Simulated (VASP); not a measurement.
Cs, 2 atoms in the cell. Symmetry: P6_3/mmc, No. 194, hexagonal system. The conventional cell has a = 3.834 Å, b = 3.834 Å, c = 6.211 Å, α = 90.00°, β = 90.00°, γ = 120.00°. Cs (site symmetry -6m2) has 12 Cs at 3.81 to 3.83 Å within 5.0 Å. This isn't the form of Cs at room conditions, which is bcc.

- Program: VASP 6.6.1
- Task: relaxation of cell and atoms
- Functional: LDA
- Potentials or basis: VASP PAW LDA potentials, release 64 (Cs_sv)
- Cutoff: 500 eV
- k mesh: 12 × 12 × 6
- Occupations: fermi-dirac, width 0.05 eV
- Spin: no spin polarisation
- Target pressure: 5 GPa
- Dipole correction: no
- Further INCAR settings: ALGO = Normal; EDIFF = 1e-07; IBRION = 2; EDIFFG = -0.005; NSW = 60; ISIF = 3

Potentials or basis: VASP PAW LDA potentials, release 64 (Cs_sv).

The run is started by

```console
$ cat potpaw_LDA.64/Cs_sv/POTCAR > POTCAR
$ mpirun -np 1 vasp_std > vasp.out
```

Hardware: 1 thread of AMD EPYC 9R45 96-Core Processor (Zen 5), with other jobs on the host.

Task: Estimate the wall time of this run.

Result: Run time: 2.5 min on 1 thread of AMD EPYC 9R45 96-Core Processor (Zen 5), with other jobs on the host, peak memory 0.17 GiB. Counts: scf iterations 60, k points 76, ion steps 9.
